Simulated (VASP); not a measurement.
Set up this calculation in VASP 6.6.1, as the native input.

```
Task                   : single point
Functional             : PBE
Potentials or basis    : VASP PAW PBE potentials, release 64 (Pt, Se)
Cutoff                 : 520 eV
k mesh                 : 12 × 12 × 6
Occupations            : gaussian, width 0.02 eV
Spin                   : no spin polarisation
Dipole correction      : no
Further INCAR settings : ALGO = Normal; EDIFF = 1e-06; NBANDS = 18
```

The structure of PtSe2 lies in POSCAR:

```
PtSe2
1.0
    3.7535431150      0.0000000000      0.0000000000
   -1.8767715575      3.2506636918      0.0000000000
    0.0000000000      0.0000000000      6.3048686178
Pt Se
1 2
Direct
    0.0000000000      0.0000000000      0.0000000000
    0.6666666667      0.3333333333      0.7929271711
    0.3333333333      0.6666666667      0.2070728289
```

These files were run (other wordings do the same):

INCAR

```
ALGO = Normal
EDIFF = 1E-6
ENCUT = 520
GGA = PE
ISIF = 2
ISMEAR = 0
LASPH = True
LCHARG = False
LREAL = False
LWAVE = False
NBANDS = 18
NELM = 60
PREC = Accurate
SIGMA = 0.02
```

KPOINTS

```
k-points
0
Gamma
  12 12 6
```

Potentials or basis: VASP PAW PBE potentials, release 64 (Pt, Se).

Run with:

```console
$ cat potpaw_PBE.64/Pt/POTCAR potpaw_PBE.64/Se/POTCAR > POTCAR
$ mpirun -np 1 vasp_std > vasp.out
```

It gave:

```json
{"Pressure": "0.0 GPa", "Largest force": "0.003 eV/Å", "Band gap on the k mesh": "0.71 eV, indirect (least direct gap 0.98 eV)"}
```

Caveat: spin-orbit coupling is left out, which moves the levels of the heavy elements; this functional lacks dispersion, which binds the layers, so the pressure and a relaxed spacing across them are unreliable.

Wall time 75 s on 1 thread of Intel(R) Xeon(R) Platinum 8488C (Sapphire Rapids), on a shared host, peak memory 0.28 GiB.
